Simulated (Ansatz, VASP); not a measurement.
# Two plane-wave programs on CdS

INCAR

```
SYSTEM = CdS
  PREC = Accurate
  ENCUT = 520
  EDIFF = 1E-6
  ISMEAR = -1
  SIGMA = 0.02
  LREAL = .False.
  LASPH = .True.
  NELM = 60
  ALGO = Normal
  ISIF = 2
  LWAVE = .False.
  LCHARG = .False.
  GGA = PE
  NBANDS = 16
```

The input KPOINTS:

```
Automatic mesh
0
Gamma
  8 8 8
  0 0 0
```

Contents of POSCAR:

```
CdS
1.0
   -0.0241015617      2.9392148400      2.9392148400
    2.9392148400     -0.0241015617      2.9392148400
    2.9151132783      2.9151132783      0.0000000000
Cd S
1 1
Direct
   -0.0018162356     -0.0018162356      0.0018162356
    0.2518162356      0.2518162356      0.2481837644
```

Input for Ansatz:

```yaml
crystal:
  lattice:
    - [-0.0241015617, 2.93921484, 2.93921484]
    - [2.93921484, -0.0241015617, 2.93921484]
    - [2.9151132783, 2.9151132783, 0.0]
  atoms:
    - { symbol: Cd, position: [-0.0018162356, -0.0018162356, 0.0018162356] }
    - { symbol: S, position: [0.2518162356, 0.2518162356, 0.2481837644] }
kpoints:
  mp_grid: { grid: [8, 8, 8] }
  band_path:
    path:
      - [0.0, 0.0, 0.0]
      - [-0.5, -0.5, 0.0]
      - [-0.375, -0.375, 0.25]
      - [-0.375, 0.0, 0.375]
      - [0.0, 0.0, 0.5]
      - [-0.5, -0.25, 0.25]
    npoints: 1
hamiltonian:
  xc: pbe
scf:
  occupations: { method: fermi_dirac, width: 0.02 }
  n_extra_bands: 4
output:
  forces: true
  stress: true
  eigenvalues: true
```

Change from the starting cell: shear_xy strain -1.6%.

Alike in both runs: task single point; functional PBE; k mesh 8 × 8 × 8; occupations fermi-dirac, width 0.02 eV; no spin polarisation.

|  | VASP | Ansatz |
| --- | --- | --- |
| version | VASP 6.6.1 | Ansatz 0.2.0 |
| potentials or method | VASP PAW PBE potentials, release 64 (Cd, S) | plane waves, PAW |
| plane-wave cutoff (eV) | 520 | 420 |
| valence electrons in the cell | 18 | 26 |

|  | VASP | Ansatz | Ansatz less VASP |
| --- | --- | --- | --- |
| gap on the k mesh at the Fermi level (eV) | 1.07 | 1.06 | -0.003 |
| pressure (GPa) | 1.7 | 1.4 | -0.32 |
| traceless stress, the component that is largest in VASP (GPa) | 0.41 | 0.41 | -0.001 |

The functional is the same, so the differences come from potentials, cutoffs and numerics. VASP's potentials hold 18 valence electrons a cell and Ansatz's 26, so a difference there can come from the potentials and not from the codes.
